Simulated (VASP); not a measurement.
# Te2Mo in VASP: further runs

Runs on Te2Mo. Level: PBE+D3(BJ). Tasks: single point.

Program: VASP 6.6.1. These are calculated values, not measurements. Logs are shortened: lines on timing, memory, paths and dates and some standing lists are left out, and cuts for length are marked.

## (1) The cell of the first run

The cell holds a slab with vacuum, 6 atoms: a = 3.504 Å, b = 3.504 Å, c = 24.768 Å, α = 90.00°, β = 90.00°, γ = 120.00°.

## (2) Single point, PBE+D3(BJ) (layers slid over each other)

INCAR

```
PREC = Accurate
ENCUT = 520
EDIFF = 1E-6
ISMEAR = 0
SIGMA = 0.05
LREAL = False
LASPH = True
NELM = 60
ALGO = Normal
ISIF = 2
LWAVE = False
LCHARG = False
LDIPOL = True
IDIPOL = 3
DIPOL = 0.5 0.5 0.402
GGA = PE
IVDW = 12
NBANDS = 35
```

KPOINTS

```
Automatic mesh
0
Gamma
  9 9 1
```

POSCAR

```
Te2Mo
1.0
    3.5038817003      0.0000000000      0.0000000000
   -1.7519408501      3.0344505643      0.0000000000
    0.0000000000      0.0000000000     24.7677199090
Te Mo
4 2
Direct
    0.3333333333      0.6666666667      0.1816881011
    0.3333333333      0.6666666667      0.3284056823
    0.3333333333      1.1666666667      0.4749674172
    0.3333333333      1.1666666667      0.6216849983
    0.6666666667      0.3333333333      0.2550468917
    0.0000000000      1.5000000000      0.5483262077
```

Potentials or basis: VASP PAW PBE potentials, release 64 (Te, Mo_sv).

On the command line:

```
$ cat potpaw_PBE.64/Te/POTCAR potpaw_PBE.64/Mo_sv/POTCAR > POTCAR
$ mpirun -np 1 vasp_std > vasp.out
```

OUTCAR:

```text
PREC = Accurate
   ENCUT = 520
   EDIFF = 1E-6
   ISMEAR = 0
   LREAL = False
   LASPH = True
   NELM = 60
   ISIF = 2
   GGA = PE
   IVDW = 12
 IVDW          = 12

 ion  position               nearest neighbor table
   1  0.333  0.667  0.182-   5 2.72   5 2.72   5 2.72   2 3.63
   2  0.333  0.667  0.328-   5 2.72   5 2.72   5 2.72   1 3.63
   3  0.333  0.167  0.475-   6 2.72   6 2.72   6 2.72   4 3.63
   4  0.333  0.167  0.622-   6 2.72   6 2.72   6 2.72   3 3.63
   5  0.667  0.333  0.255-   1 2.72   2 2.72   1 2.72   2 2.72   1 2.72   2 2.72
   6  0.000  0.500  0.548-   3 2.72   3 2.72   3 2.72   4 2.72   4 2.72   4 2.72

  LATTYP: Found a hexagonal cell.
 ALAT       =     3.5038817003
 C/A-ratio  =     7.0686518631

  Lattice vectors:

 A1 = (   3.5038817003,   0.0000000000,   0.0000000000)
 A2 = (  -1.7519408501,   3.0344505643,   0.0000000000)
 A3 = (   0.0000000000,   0.0000000000,  24.7677199090)

Analysis of symmetry for initial positions (statically):
=====================================================================
 Subroutine PRICEL returns:
 Original cell was already a primitive cell.

 Routine SETGRP: Setting up the symmetry group for a
 hexagonal supercell.

 Subroutine GETGRP returns: Found  4 space group operations
 (whereof  2 operations were pure point group operations)
 out of a pool of 24 trial point group operations.

The static configuration has the point symmetry C_1h.
 The point group associated with its full space group is C_2h.

Analysis of symmetry for dynamics (positions and initial velocities):
=====================================================================
 Subroutine PRICEL returns:
 Original cell was already a primitive cell.

 Routine SETGRP: Setting up the symmetry group for a
 hexagonal supercell.

 Subroutine GETGRP returns: Found  4 space group operations
 (whereof  2 operations were pure point group operations)
 out of a pool of 24 trial point group operations.

The dynamic configuration has the point symmetry C_1h.
 The point group associated with its full space group is C_2h.

 Subroutine INISYM returns: Found  4 space group operations
 (whereof  2 operations are pure point group operations),
 and found     1 'primitive' translations

----------------------------------------------------------------------------------------

                                     Primitive cell

  volume of cell :     263.3392

  direct lattice vectors                    reciprocal lattice vectors
     3.503881700  0.000000000  0.000000000     0.285397763  0.164774475  0.000000000
    -1.751940850  3.034450564  0.000000000     0.000000000  0.329548951  0.000000000
     0.000000000  0.000000000 24.767719909     0.000000000  0.000000000  0.040375134

  length of vectors
     3.503881700  3.503881700 24.767719909     0.329548951  0.329548951  0.040375134

  position of ions in fractional coordinates (direct lattice)
     0.333333333  0.666666667  0.181688101
     0.333333333  0.666666667  0.328405682
     0.333333333  0.166666667  0.474967417
     0.333333333  0.166666667  0.621684998
     0.666666667  0.333333333  0.255046892
     0.000000000  0.500000000  0.548326208

  ion indices of the primitive-cell ions
   primitive index   ion index
                 1           1
                 2           2
                 3           3
                 4           4
                 5           5
                 6           6

----------------------------------------------------------------------------------------

 KPOINTS: Automatic mesh

Automatic generation of k-mesh.
 Grid dimensions read from file:
 generate k-points for:    9    9    1

 Generating k-lattice:

  Cartesian coordinates                     Fractional coordinates (reciprocal lattice)
     0.031710863  0.018308275  0.000000000     0.111111111  0.000000000  0.000000000
     0.000000000  0.036616550  0.000000000     0.000000000  0.111111111  0.000000000
     0.000000000  0.000000000  0.040375134     0.000000000  0.000000000  1.000000000

  Length of vectors
     0.036616550  0.036616550  0.040375134

  Shift w.r.t. Gamma in fractional coordinates (k-lattice)
     0.000000000  0.000000000  0.000000000

 Subroutine IBZKPT returns following result:
 ===========================================

 Found     25 irreducible k-points:

 Following reciprocal coordinates:
            Coordinates               Weight
  0.000000  0.000000  0.000000      1.000000
  0.111111  0.000000  0.000000      2.000000
  0.000000  0.111111  0.000000      4.000000
  0.222222 -0.000000  0.000000      2.000000
  0.000000  0.222222  0.000000      4.000000
  0.333333  0.000000  0.000000      2.000000
[... 16 lines left out ...]
 -0.222222 -0.444444  0.000000      4.000000
  0.444444  0.333333  0.000000      4.000000
   k-points           NKPTS =     25   k-points in BZ     NKDIM =     25   number of bands    NBANDS=     35
   number of dos      NEDOS =    301   number of ions     NIONS =      6
   total plane-waves  NPLWV = 150528
   dimension x,y,z NGX =    28 NGY =   28 NGZ =  192
   dimension x,y,z NGXF=    56 NGYF=   56 NGZF=  384
   ions per type =               4   2
   NGX,Y,Z   is equivalent  to a cutoff of  13.28, 13.28, 12.89 a.u.
   NGXF,Y,Z  is equivalent  to a cutoff of  26.57, 26.57, 25.77 a.u.
 SYSTEM =  unknown system
   PREC   = accura    normal or accurate (medium, high low for compatibility)
   ISTART =      0    job   : 0-new  1-cont  2-samecut
   ICHARG =      2    charge: 1-file 2-atom 10-const
   ISPIN  =      1    spin polarized calculation?
   LNONCOLLINEAR =      F non collinear calculations
   LSORBIT =      F    spin-orbit coupling
   LASPH  =      T    aspherical Exc in radial PAW
   ENCUT  =  520.0 eV  38.22 Ry    6.18 a.u.   6.51  6.51 46.05*2*pi/ulx,y,z
   NELM   =     60;   NELMIN=  2; NELMDL= -5     # of ELM steps
   EDIFF  = 0.1E-05   stopping-criterion for ELM
   LREAL  =      F    real-space projection
   EDIFFG = 0.1E-04   stopping-criterion for IOM
   NSW    =      0    number of steps for IOM
   IBRION =     -1    ionic relax: 0-MD 1-quasi-New 2-CG
   NFREE  =      0    steps in history (QN), initial steepest desc. (CG)
   ISIF   =      2    stress and relaxation
   ISYM   =      2    0-nonsym 1-usesym 2-fastsym
   POTIM  = 0.5000    time-step for ionic-motion
   TEBEG  =    0.0;   TEEND  =   0.0 temperature during run
   PSTRESS=    0.0 pullay stress
   NELECT =      52.0000    total number of electrons
   NUPDOWN=      -1.0000    fix difference up-down
   EMIN   =  10.00;   EMAX   =-10.00  energy-range for DOS
   EFERMI =   0.00;   METHOD = LEGACY
   ISMEAR =     0;   SIGMA  =   0.05  broadening in eV -4-tet -1-fermi 0-gaus
   EFERMI_NEDOS =   21; number of points for ismear=-14 and -15
   IALGO  =     38    algorithm
   IMIX   =      4    mixing-type and parameters
     AMIX     =   0.40;   BMIX     =  1.00
     AMIX_MAG =   1.60;   BMIX_MAG =  1.00
  volume/ion in A,a.u.               =      43.89       296.18
  Fermi-wavevector in a.u.,A,eV,Ry     =   0.953317  1.801508 12.365161  0.908814
  Thomas-Fermi vector in A             =   2.081961
   LORBIT       =      0    0 simple, 1 ext, 2 COOP (PROOUT), +10 PAW based schemes
   GGA     = PE    functional components
   LHFCALC =     F    Hartree Fock is set to
   AEXX    =    0.0000 exact exchange contribution
   IVDW    =    12    specifies the selected vdW correction
   LEPSILON=     F    determine dielectric tensor
   LRPA    =     F    only Hartree local field effects (RPA)
 non-spin polarized calculation
 Gauss-broadening in eV      SIGMA  =   0.05
  energy-cutoff  :      520.00
  volume of cell :      263.34
 maximum number of plane-waves:      7173
 NGX is ok and might be reduce to    28
   NGX = 13   NGY = 13   NGZ = 93

 dipolmoment           0.000000      0.000000      0.000024 electrons x Angstroem

 number of electron      51.9999999 magnetization

 dipolmoment           0.000000      0.000000     -0.000001 electrons x Angstroem

 Free energy of the ion-electron system (eV)
  ---------------------------------------------------
  ext. energy  EPLUGINS =         0.00000000
  ---------------------------------------------------
  free energy    TOTEN  =       -35.99064252 eV

  energy without entropy =      -35.99064252  energy(sigma->0) =      -35.99064252

 E-fermi :   2.8076     XC(G=0):  -6.4165

 val. band max:        2.4924120796   @ k =   0.3333   0.3333   0.0000
 cond. band min:       3.5969787339   @ k =   0.2222   0.2222   0.0000
 fundamental gap:      1.1045666543
 Fermi energy:         2.8076192503

 k-point     1 :       0.0000    0.0000    0.0000
  band No.  band energies     occupation
      1     -58.1850      2.00000
      2     -58.1850      2.00000
      3     -32.3620      2.00000
      4     -32.3620      2.00000
      5     -32.2181      2.00000
      6     -32.2181      2.00000
[... 27 lines left out ...]
     34       6.0195      0.00000
     35       6.6546      0.00000

 k-point     2 :       0.1111    0.0000    0.0000
  band No.  band energies     occupation
      1     -58.1838      2.00000
      2     -58.1838      2.00000
      3     -32.3586      2.00000
      4     -32.3586      2.00000
      5     -32.2339      2.00000
      6     -32.2339      2.00000
[... 27 lines left out ...]
     34       5.8729      0.00000
     35       6.8929      0.00000

 k-point     3 :       0.0000    0.1111    0.0000
  band No.  band energies     occupation
      1     -58.1838      2.00000
      2     -58.1838      2.00000
      3     -32.3586      2.00000
      4     -32.3586      2.00000
      5     -32.2340      2.00000
      6     -32.2340      2.00000
[... 27 lines left out ...]
     34       5.7951      0.00000
     35       6.8963      0.00000

 k-point     4 :       0.2222   -0.0000    0.0000
  band No.  band energies     occupation
      1     -58.1807      2.00000
      2     -58.1807      2.00000
      3     -32.3497      2.00000
      4     -32.3497      2.00000
      5     -32.2740      2.00000
      6     -32.2740      2.00000
[... 27 lines left out ...]
     34       6.0973      0.00000
     35       7.4371      0.00000

 k-point     5 :       0.0000    0.2222    0.0000
  band No.  band energies     occupation
      1     -58.1807      2.00000
      2     -58.1807      2.00000
      3     -32.3497      2.00000
      4     -32.3497      2.00000
      5     -32.2741      2.00000
      6     -32.2741      2.00000
[... 638 lines left out ...]
 k-point    22 :       0.3333    0.2222    0.0000
  band No.  band energies     occupation
      1     -58.1740      2.00000
      2     -58.1740      2.00000
      3     -32.3332      2.00000
      4     -32.3332      2.00000
      5     -32.3297      2.00000
      6     -32.3297      2.00000
[... 27 lines left out ...]
     34       6.5498      0.00000
     35       6.9095      0.00000

 k-point    23 :      -0.2222   -0.4444    0.0000
  band No.  band energies     occupation
      1     -58.1740      2.00000
      2     -58.1740      2.00000
      3     -32.3329      2.00000
      4     -32.3329      2.00000
      5     -32.3302      2.00000
      6     -32.3302      2.00000
[... 27 lines left out ...]
     34       6.3990      0.00000
     35       7.2245      0.00000

 k-point    24 :       0.4444    0.3333    0.0000
  band No.  band energies     occupation
      1     -58.1740      2.00000
      2     -58.1740      2.00000
      3     -32.3330      2.00000
      4     -32.3330      2.00000
      5     -32.3300      2.00000
      6     -32.3300      2.00000
[... 27 lines left out ...]
     34       6.4900      0.00000
     35       7.1920      0.00000

 [... further k-points ...]

------------------------ aborting loop because EDIFF is reached ----------------------------------------

 vacuum level on the upper side and lower side of the slab       (xc-potential included)        -0.169        -0.169

 Edisp (eV)   -2.75829

 E8    (eV) :    -1.3052

  FORCE on cell =-STRESS in cart. coord.  units (eV):
  Direction    XX          YY          ZZ          XY          YZ          ZX
  --------------------------------------------------------------------------------------
  -------------------------------------------------------------------------------------
  Total      -0.21605    -0.12974    -0.39415    -0.07475     0.06618     0.11463
  in kB      -1.31450    -0.78937    -2.39802    -0.45478     0.40264     0.69740
  external pressure =       -1.50 kB  Pullay stress =        0.00 kB

 VOLUME and BASIS-vectors are now :
 -----------------------------------------------------------------------------
  energy-cutoff  :      520.00
  volume of cell :      263.34
      direct lattice vectors                 reciprocal lattice vectors
     3.503881700  0.000000000  0.000000000     0.285397763  0.164774475  0.000000000
    -1.751940850  3.034450564  0.000000000     0.000000000  0.329548951  0.000000000
     0.000000000  0.000000000 24.767719909     0.000000000  0.000000000  0.040375134

 POSITION                                       TOTAL-FORCE (eV/Angst)
 -----------------------------------------------------------------------------------
     -0.00000      2.02297      4.50000         0.003870      0.002235     -0.001902
     -0.00000      2.02297      8.13386        -0.013641     -0.007876      0.066708
      0.87597      0.50574     11.76386         0.013641      0.007876     -0.066708
      0.87597      0.50574     15.39772        -0.003870     -0.002235      0.001902
      1.75194      1.01148      6.31693        -0.014950     -0.008631      0.015773
     -0.87597      1.51723     13.58079         0.014950      0.008631     -0.015773
 -----------------------------------------------------------------------------------
    total drift:                               -0.000000      0.000000     -0.000024

  FREE ENERGIE OF THE ION-ELECTRON SYSTEM (eV)
  ---------------------------------------------------
  free  energy   TOTEN  =       -38.7489346655 eV

  energy  without entropy=      -38.7489346655  energy(sigma->0) =      -38.74893467

 vacuum level on the upper side and lower side of the slab         7.189         7.189
```

It took 18 min on 1 thread of Intel Xeon 8259CL, shared host; peak memory 0.51 GiB.

Results:

* Free energy: -38.7489 eV
* Largest force: 0.069 eV/Å
* Band gap on the k mesh: 1.10 eV (least direct gap 1.15 eV)
* Dispersion energy per atom: -0.460 eV

Forces in eV/Å, atoms in the order of the input:
```
Te   0.004  0.002 -0.002
Te  -0.014 -0.008  0.067
Te   0.014  0.008 -0.067
Te  -0.004 -0.002  0.002
Mo  -0.015 -0.009  0.016
Mo   0.015  0.009 -0.016
```

Levels at points of the mesh, in eV from the valence-band top:
| k point | band 23 | band 24 | band 25 | band 26 | band 27 | band 28 | band 29 | band 30 |
| --- | --- | --- | --- | --- | --- | --- | --- | --- |
| (0.00, 0.00, 0.00) | -0.85 | -0.84 | -0.74 | -0.16 | 3.09 | 3.15 | 3.19 | 3.22 |

Caveat: the cell differs from its parent crystal (layers slid over each other); spin-orbit coupling is left out, which moves the levels of the heavy elements.

(Part 1 of 2 ends here.)
